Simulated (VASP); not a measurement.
# V3MoS8 (P-6m2) in VASP: single point with PBE

Aim: the single point of V3MoS8 with PBE.

Everything below comes from runs of VASP 6.6.1. Logs are shortened: lines on timing, memory, paths and dates and some standing lists are left out, and cuts for length are marked.

## 1. The cell of the first run

Symmetry: P-6m2, No. 187, hexagonal system. The conventional cell has a = 3.329 Å, b = 3.329 Å, c = 25.894 Å, α = 90.00°, β = 90.00°, γ = 120.00°. Within 3.3 Å of V (site symmetry -6m2) lie 6 S at 2.49 Å. V (site symmetry 3m) has 6 S at 2.49 Å within 3.3 Å. Within 3.3 Å of Mo (site symmetry -6m2) lie 6 S at 2.49 Å. Within 3.3 Å of S (site symmetry 3m) lie 3 V at 2.49 Å and 1 S at 3.17 Å. Within 3.3 Å of S (site symmetry 3m) lie 3 V at 2.49 Å and 1 S at 3.17 Å. Within 3.3 Å of S (site symmetry 3m) lie 3 V at 2.49 Å and 1 S at 3.17 Å. Within 3.3 Å of S (site symmetry 3m) lie 3 Mo at 2.49 Å and 1 S at 3.17 Å.

## 2. Single point, PBE, collinear spin, ferrimagnetic start

Input file INCAR:

```
PREC = Accurate
ENCUT = 520
EDIFF = 1E-7
ISMEAR = 0
SIGMA = 0.1
LREAL = False
LASPH = True
NELM = 150
ALGO = Normal
ISIF = 2
LWAVE = False
LCHARG = False
ISPIN = 2
MAGMOM = 2 2 -2 -1 0 0 0 0 0 0 0 0
LORBIT = 11
LMAXMIX = 4
GGA = PE
NBANDS = 66
```

Input file KPOINTS:

```
regular mesh
0
Gamma
  6 6 1
```

Input file POSCAR:

```
V3MoS8
1.0
    3.3286114400      0.0000000000      0.0000000000
   -1.6643057200      2.8826620700      0.0000000000
    0.0000000000      0.0000000000     25.8938672200
V Mo S
3 1 8
Direct
    0.3333333300      0.6666666700      0.0000000000
    0.6666666700      0.3333333300      0.2500000000
    0.6666666700      0.3333333300      0.7500000000
    0.3333333300      0.6666666700      0.5000000000
    0.3333333300      0.6666666700      0.1887500000
    0.3333333300      0.6666666700      0.6887500000
    0.6666666700      0.3333333300      0.9387500000
    0.6666666700      0.3333333300      0.4387500000
    0.3333333300      0.6666666700      0.3112500000
    0.3333333300      0.6666666700      0.8112500000
    0.6666666700      0.3333333300      0.0612500000
    0.6666666700      0.3333333300      0.5612500000
```

Potentials or basis: VASP PAW PBE potentials, release 64 (V_sv, Mo_sv, S).

The run is started by

```
> cat potpaw_PBE.64/V_sv/POTCAR potpaw_PBE.64/Mo_sv/POTCAR potpaw_PBE.64/S/POTCAR > POTCAR
> mpirun -np 1 vasp_std > vasp.out
```

OUTCAR:

```text
PREC = Accurate
   ENCUT = 520
   EDIFF = 1E-7
   ISMEAR = 0
   LREAL = False
   LASPH = True
   NELM = 150
   ISIF = 2
   ISPIN = 2
   LORBIT = 11
   GGA = PE

 ion  position               nearest neighbor table
   1  0.333  0.667  0.000-   7 2.49  11 2.49   7 2.49  11 2.49   7 2.49  11 2.49
   2  0.667  0.333  0.250-   5 2.49   9 2.49   5 2.49   9 2.49   5 2.49   9 2.49
   3  0.667  0.333  0.750-   6 2.49  10 2.49   6 2.49  10 2.49   6 2.49  10 2.49
   4  0.333  0.667  0.500-   8 2.49  12 2.49   8 2.49  12 2.49   8 2.49  12 2.49
   5  0.333  0.667  0.189-   2 2.49   2 2.49   2 2.49
   6  0.333  0.667  0.689-   3 2.49   3 2.49   3 2.49
   7  0.667  0.333  0.939-   1 2.49   1 2.49   1 2.49
   8  0.667  0.333  0.439-   4 2.49   4 2.49   4 2.49
   9  0.333  0.667  0.311-   2 2.49   2 2.49   2 2.49
  10  0.333  0.667  0.811-   3 2.49   3 2.49   3 2.49
  11  0.667  0.333  0.061-   1 2.49   1 2.49   1 2.49
  12  0.667  0.333  0.561-   4 2.49   4 2.49   4 2.49

  LATTYP: Found a hexagonal cell.
 ALAT       =     3.3286114400
 C/A-ratio  =     7.7791799033

  Lattice vectors:

 A1 = (   3.3286114400,   0.0000000000,   0.0000000000)
 A2 = (  -1.6643057200,   2.8826620700,   0.0000000000)
 A3 = (   0.0000000000,   0.0000000000,  25.8938672200)

Analysis of symmetry for initial positions (statically):
=====================================================================
 Subroutine PRICEL returns:
 Original cell was already a primitive cell.

 Routine SETGRP: Setting up the symmetry group for a
 hexagonal supercell.

 Subroutine GETGRP returns: Found 12 space group operations
 (whereof 12 operations were pure point group operations)
 out of a pool of 24 trial point group operations.

The static configuration has the point symmetry D_3h.

Analysis of symmetry for dynamics (positions and initial velocities):
=====================================================================
 Subroutine PRICEL returns:
 Original cell was already a primitive cell.

 Routine SETGRP: Setting up the symmetry group for a
 hexagonal supercell.

 Subroutine GETGRP returns: Found 12 space group operations
 (whereof 12 operations were pure point group operations)
 out of a pool of 24 trial point group operations.

The dynamic configuration has the point symmetry D_3h.

Analysis of structural, dynamic, and magnetic symmetry:
=====================================================================
 Subroutine PRICEL returns:
 Original cell was already a primitive cell.

 Routine SETGRP: Setting up the symmetry group for a
 hexagonal supercell.

 Subroutine GETGRP returns: Found  6 space group operations
 (whereof  6 operations were pure point group operations)
 out of a pool of 24 trial point group operations.

The overall configuration has the point symmetry C_3v.

 Subroutine INISYM returns: Found  6 space group operations
 (whereof  6 operations are pure point group operations),
 and found     1 'primitive' translations

----------------------------------------------------------------------------------------

                                     Primitive cell

  volume of cell :     248.4584

  direct lattice vectors                    reciprocal lattice vectors
     3.328611440  0.000000000  0.000000000     0.300425573  0.173450785  0.000000000
    -1.664305720  2.882662070  0.000000000     0.000000000  0.346901571  0.000000000
     0.000000000  0.000000000 25.893867220     0.000000000  0.000000000  0.038619183

  length of vectors
     3.328611440  3.328611443 25.893867220     0.346901571  0.346901571  0.038619183

  position of ions in fractional coordinates (direct lattice)
     0.333333330  0.666666670  0.000000000
     0.666666670  0.333333330  0.250000000
     0.666666670  0.333333330  0.750000000
     0.333333330  0.666666670  0.500000000
     0.333333330  0.666666670  0.188750000
     0.333333330  0.666666670  0.688750000
     0.666666670  0.333333330  0.938750000
[... 67 lines left out ...]
   ICHARG =      2    charge: 1-file 2-atom 10-const
   ISPIN  =      2    spin polarized calculation?
   LNONCOLLINEAR =      F non collinear calculations
   LSORBIT =      F    spin-orbit coupling
   LASPH  =      T    aspherical Exc in radial PAW
   ENCUT  =  520.0 eV  38.22 Ry    6.18 a.u.   6.19  6.19 48.15*2*pi/ulx,y,z
   NELM   =    150;   NELMIN=  2; NELMDL= -5     # of ELM steps
   EDIFF  = 0.1E-06   stopping-criterion for ELM
   LREAL  =      F    real-space projection
   EDIFFG = 0.1E-05   stopping-criterion for IOM
   NSW    =      0    number of steps for IOM
   IBRION =     -1    ionic relax: 0-MD 1-quasi-New 2-CG
   NFREE  =      0    steps in history (QN), initial steepest desc. (CG)
   ISIF   =      2    stress and relaxation
   ISYM   =      2    0-nonsym 1-usesym 2-fastsym
   POTIM  = 0.5000    time-step for ionic-motion
   TEBEG  =    0.0;   TEEND  =   0.0 temperature during run
   PSTRESS=    0.0 pullay stress
   NELECT =     101.0000    total number of electrons
   NUPDOWN=      -1.0000    fix difference up-down
   EMIN   =  10.00;   EMAX   =-10.00  energy-range for DOS
   EFERMI =   0.00;   METHOD = LEGACY
   ISMEAR =     0;   SIGMA  =   0.10  broadening in eV -4-tet -1-fermi 0-gaus
   EFERMI_NEDOS =   21; number of points for ismear=-14 and -15
   IALGO  =     38    algorithm
   IMIX   =      4    mixing-type and parameters
     AMIX     =   0.40;   BMIX     =  1.00
     AMIX_MAG =   1.60;   BMIX_MAG =  1.00
  volume/ion in A,a.u.               =      20.70       139.72
  Fermi-wavevector in a.u.,A,eV,Ry     =   1.212730  2.291727 20.010272  1.470713
  Thomas-Fermi vector in A             =   2.348204
   LORBIT       =     11    0 simple, 1 ext, 2 COOP (PROOUT), +10 PAW based schemes
   GGA     = PE    functional components
   LHFCALC =     F    Hartree Fock is set to
   AEXX    =    0.0000 exact exchange contribution
   IVDW    =     0    specifies the selected vdW correction
   LEPSILON=     F    determine dielectric tensor
   LRPA    =     F    only Hartree local field effects (RPA)
 spin polarized calculation
 Gauss-broadening in eV      SIGMA  =   0.10
  energy-cutoff  :      520.00
  volume of cell :      248.46
 maximum number of plane-waves:      6714
 NGX is ok and might be reduce to    28
   NGX = 13   NGY = 13   NGZ = 97

 number of electron     101.0000007 magnetization       0.9887465

 Free energy of the ion-electron system (eV)
  ---------------------------------------------------
  ext. energy  EPLUGINS =         0.00000000
  ---------------------------------------------------
  free energy    TOTEN  =       -80.09571401 eV

  energy without entropy =      -80.08931950  energy(sigma->0) =      -80.09251675

 E-fermi :   4.5958     XC(G=0):  -9.7609

 val. band max:        4.5067122985   @ k =   0.0000   0.0000   0.0000
 cond. band min:       4.5972117648   @ k =   0.0000   0.0000   0.0000
 fundamental gap:      0.0904994663
 Fermi energy:         4.5958056707

 spin component 1

 k-point     1 :       0.0000    0.0000    0.0000
  band No.  band energies     occupation
      1     -60.6910      1.00000
      2     -60.6632      1.00000
      3     -59.6368      1.00000
      4     -56.8591      1.00000
      5     -34.5082      1.00000
      6     -34.5082      1.00000
[... 444 lines left out ...]
     61       6.7722      0.00000
     62       6.8785      0.00000
 Fermi energy:         4.5958056707

 spin component 2

 k-point     1 :       0.0000    0.0000    0.0000
  band No.  band energies     occupation
      1     -60.6996      1.00000
      2     -59.6304      1.00000
      3     -59.5914      1.00000
      4     -56.8595      1.00000
      5     -34.5169      1.00000
      6     -34.5169      1.00000
[... 444 lines left out ...]
     61       6.8921      0.00000
     62       6.9237      0.00000
 [bands above 62 left out]

------------------------ aborting loop because EDIFF is reached ----------------------------------------

  FORCE on cell =-STRESS in cart. coord.  units (eV):
  Direction    XX          YY          ZZ          XY          YZ          ZX
  --------------------------------------------------------------------------------------
  -------------------------------------------------------------------------------------
  Total      -16.8140890    -16.8140890    -19.1948347     -0.0000000      0.0000000      0.0000000
  in kB     -108.4251851   -108.4251853   -123.7773573     -0.0000000      0.0000000      0.0000000
  external PRESSURE =    -113.5425759 kB  Pullay stress =       0.0000000 kB

 VOLUME and BASIS-vectors are now :
 -----------------------------------------------------------------------------
  energy-cutoff  :      520.00
  volume of cell :      248.46
      direct lattice vectors                 reciprocal lattice vectors
     3.328611440  0.000000000  0.000000000     0.300425573  0.173450785  0.000000000
    -1.664305720  2.882662070  0.000000000     0.000000000  0.346901571  0.000000000
     0.000000000  0.000000000 25.893867220     0.000000000  0.000000000  0.038619183

 POSITION                                       TOTAL-FORCE (eV/Angst)
 -----------------------------------------------------------------------------------
     -0.00000      1.92177      0.00000        -0.000000      0.000000     -0.001339
      1.66431      0.96089      6.47347         0.000000      0.000000     -0.003582
      1.66431      0.96089     19.42040         0.000000      0.000000      0.004963
     -0.00000      1.92177     12.94693        -0.000000     -0.000000      0.000333
     -0.00000      1.92177      4.88747         0.000000     -0.000000      1.746810
     -0.00000      1.92177     17.83440        -0.000000     -0.000000      1.740857
      1.66431      0.96089     24.30787         0.000000      0.000000      1.740532
      1.66431      0.96089     11.36093         0.000000      0.000000      1.156551
     -0.00000      1.92177      8.05947         0.000000     -0.000000     -1.742124
     -0.00000      1.92177     21.00640         0.000000     -0.000000     -1.745732
      1.66431      0.96089      1.58600         0.000000      0.000000     -1.740214
      1.66431      0.96089     14.53293         0.000000      0.000000     -1.157055
 -----------------------------------------------------------------------------------
    total drift:                                0.000001     -0.000000      0.000026

  FREE ENERGIE OF THE ION-ELECTRON SYSTEM (eV)
  ---------------------------------------------------
  free  energy   TOTEN  =       -80.0957140112 eV

  energy  without entropy=      -80.0893194982  energy(sigma->0) =      -80.09251675

 total charge

# of ion       s       p       d       tot
------------------------------------------
    1        2.214   6.173   2.902  11.288
    2        2.214   6.173   2.901  11.288
    3        2.214   6.173   2.901  11.288
    4        2.262   6.171   3.779  12.211
    5        1.367   2.273   0.000   3.641
    6        1.366   2.277   0.000   3.643
    7        1.367   2.274   0.000   3.641
    8        1.364   2.289   0.000   3.653
    9        1.366   2.277   0.000   3.643
   10        1.367   2.273   0.000   3.641
   11        1.367   2.274   0.000   3.641
   12        1.364   2.289   0.000   3.653
--------------------------------------------------
tot         19.833  42.916  12.483  75.231

 magnetization (x)

# of ion       s       p       d       tot
------------------------------------------
    1        0.012   0.012   1.041   1.065
    2        0.012   0.012   1.030   1.054
    3       -0.012  -0.012  -1.032  -1.056
    4       -0.000  -0.000  -0.001  -0.001
    5       -0.002  -0.087   0.000  -0.088
    6        0.002   0.087   0.000   0.089
    7       -0.002  -0.087   0.000  -0.089
    8       -0.000  -0.001   0.000  -0.001
    9       -0.002  -0.087   0.000  -0.089
   10        0.002   0.086   0.000   0.088
   11       -0.002  -0.088   0.000  -0.090
   12        0.000   0.001   0.000   0.001
--------------------------------------------------
tot          0.008  -0.163   1.038   0.883
```

Wall time 8.3 min (1 thread of Intel Xeon 6975P-C (Granite Rapids), shared host); peak memory 0.59 GiB.

Results:

- Free energy: -80.0957 eV
- Pressure: -11.4 GPa
- Largest force: 1.747 eV/Å
- Net moment: 0.99 μB per cell
- Site moments: V +1.06, +1.05, -1.06; Mo -0.00; S -0.09, +0.09, -0.00, +0.00 μB
- Valence electrons inside the program's atomic spheres: V 11.29; Mo 12.21; S 3.64, 3.65

Forces in eV/Å, atoms in the order of the input:
```
V    0.000  0.000 -0.001
V    0.000  0.000 -0.004
V    0.000  0.000  0.005
Mo   0.000  0.000  0.000
S    0.000  0.000  1.747
S    0.000  0.000  1.741
S    0.000  0.000  1.741
S    0.000  0.000  1.157
S    0.000  0.000 -1.742
S    0.000  0.000 -1.746
S    0.000  0.000 -1.740
S    0.000  0.000 -1.157
```

Levels at points of the mesh, in eV from the Fermi level:
Spin up:
| k point | band 49 | band 50 | band 51 | band 52 | band 53 | band 54 |
| --- | --- | --- | --- | --- | --- | --- |
| (0.00, 0.00, 0.00) | -0.39 | -0.09 | 0.01 | 0.95 | 1.82 | 1.82 |
| (0.50, 0.00, 0.00) | -0.94 | -0.85 | -0.80 | 0.11 | 0.58 | 0.61 |
Spin down:
| k point | band 47 | band 48 | band 49 | band 50 | band 51 | band 52 | band 53 | band 54 |
| --- | --- | --- | --- | --- | --- | --- | --- | --- |
| (0.00, 0.00, 0.00) | -0.84 | -0.72 | -0.31 | 0.00 | 0.87 | 1.06 | 1.82 | 1.82 |
| (0.50, 0.00, 0.00) | -1.16 | -1.09 | -0.94 | -0.85 | 0.09 | 0.18 | 0.57 | 0.78 |

Caveat: the k points lie up to 0.36 Å⁻¹ apart; this functional lacks dispersion, which binds the layers, so the pressure and a relaxed spacing across them are unreliable; forces of over 1 eV/Å act on the atoms, so gaps and moduli don't describe the material at rest.
